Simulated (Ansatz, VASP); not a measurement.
## One calculation of InP, two programs

Contents of INCAR:

```
SYSTEM = InP
  PREC = Accurate
  ENCUT = 520
  EDIFF = 1E-6
  ISMEAR = 0
  SIGMA = 0.01
  LREAL = .FALSE.
  LASPH = .TRUE.
  NELM = 80
  ALGO = Normal
  ISIF = 2
  LWAVE = .FALSE.
  LCHARG = .FALSE.
  GGA = PE
  IVDW = 12
  NBANDS = 16
```

File KPOINTS:

```
regular mesh
0
G
  6 6 6
  0 0 0
```

POSCAR

```
InP
1.0
    0.0000000000      2.9305000000      2.9305000000
    2.9305000000      0.0000000000      2.9305000000
    2.9305000000      2.9305000000      0.0000000000
In P
1 1
Direct
    0.0000000000      0.0000000000      0.0000000000
    0.2500000000      0.2500000000      0.2500000000
```

Input for Ansatz:

```yaml
crystal:
  lattice:
    - [0.0, 2.9305, 2.9305]
    - [2.9305, 0.0, 2.9305]
    - [2.9305, 2.9305, 0.0]
  atoms:
    - { symbol: In, position: [0.0, 0.0, 0.0] }
    - { symbol: P, position: [0.25, 0.25, 0.25] }
basis:
  ecutwfc: 475.0
kpoints:
  mp_grid:
    grid: [6, 6, 6]
hamiltonian:
  xc: pbe
  dispersion: d3bj
scf:
  occupations:
    method: fixed
output:
  forces: true
  stress: true
```

Alike in both runs: task single point; functional PBE; dispersion D3(BJ); k mesh 6 × 6 × 6; no spin polarisation.

```csv
,VASP,Ansatz
version,VASP 6.6.1,Ansatz 0.2.0
potentials or method,"VASP PAW PBE potentials, release 64 (In_d, P), cutoff 520 eV","plane waves, PAW"
occupations,"gaussian, width 0.01 eV",fixed
valence electrons in the cell,18,18
```

|  | VASP | Ansatz | Ansatz less VASP |
| --- | --- | --- | --- |
| pressure (GPa) | 1.1 | 1.1 | +0.05 |
